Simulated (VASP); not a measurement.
## As: relaxation of cell and atoms with PBE

The system is As.

```
As
1.0
     0.00000    1.79781    1.79781
     1.79781    0.00000    1.79781
     1.79781    1.79781    0.00000
As
1
Direct
  0.00000 0.00000 0.00000
```

```json
{"Program": "VASP 6.6.1", "Task": "relaxation of cell and atoms", "Functional": "PBE", "Potentials or basis": "VASP PAW PBE potentials, release 64 (As)", "Cutoff": "600 eV", "k mesh": "18 × 18 × 18", "Occupations": "fermi-dirac, width 0.05 eV", "Spin": "no spin polarisation", "Target pressure": "120 GPa", "Dipole correction": "no", "Further INCAR settings": "ALGO = Normal; EDIFF = 1e-07; IBRION = 2; EDIFFG = -0.005; NSW = 32; ISIF = 3"}
```

The relaxed volume is 11.69 Å³/atom. The relaxed cell is a = 2.548 Å, b = 2.548 Å, c = 2.548 Å, α = 60.00°, β = 60.00°, γ = 60.00°, the space group after relaxing (to 0.05 Å) is Fm-3m (No. 225) and the energy change on relaxing (the enthalpy is what falls) is -53.8 meV/atom. The ionic steps are 3. The pressure after relaxing is 120.0 GPa.

The path:
| step | energy change (eV) | largest force (eV/Å) | pressure (GPa) | volume (Å³) |
| --- | --- | --- | --- | --- |
| 1 | 0.0000 | 0.0000 | 123.08 | 11.62 |
| 2 | -0.2729 | 0.0000 | 107.35 | 12.00 |
| 3 | -0.0538 | 0.0000 | 119.98 | 11.69 |

Final structure:
```
As
1.0
     0.00000    1.80146    1.80146
     1.80146    0.00000    1.80146
     1.80146    1.80146    0.00000
As
1
Direct
  0.00000 0.00000 0.00000
```

Levels at points of the mesh, in eV from the Fermi level:
```
           k point  band 1  band 2  band 3  band 4  band 5  band 6
(0.00, 0.00, 0.00)  -20.86   10.69   10.69   10.69   14.56   14.56
(0.50, 0.00, 0.00)  -12.69  -11.24    7.37    7.37   12.91   12.91
(0.50, 0.50, 0.00)   -9.40   -8.94    0.73    0.73    4.95    6.04
```

It took 11 s on 1 thread of Intel(R) Xeon(R) 6975P-C (Granite Rapids), on a shared host, peak memory 0.14 GiB.

Caveat: the cell is relaxed towards a set pressure, so the enthalpy falls and the energy may rise.
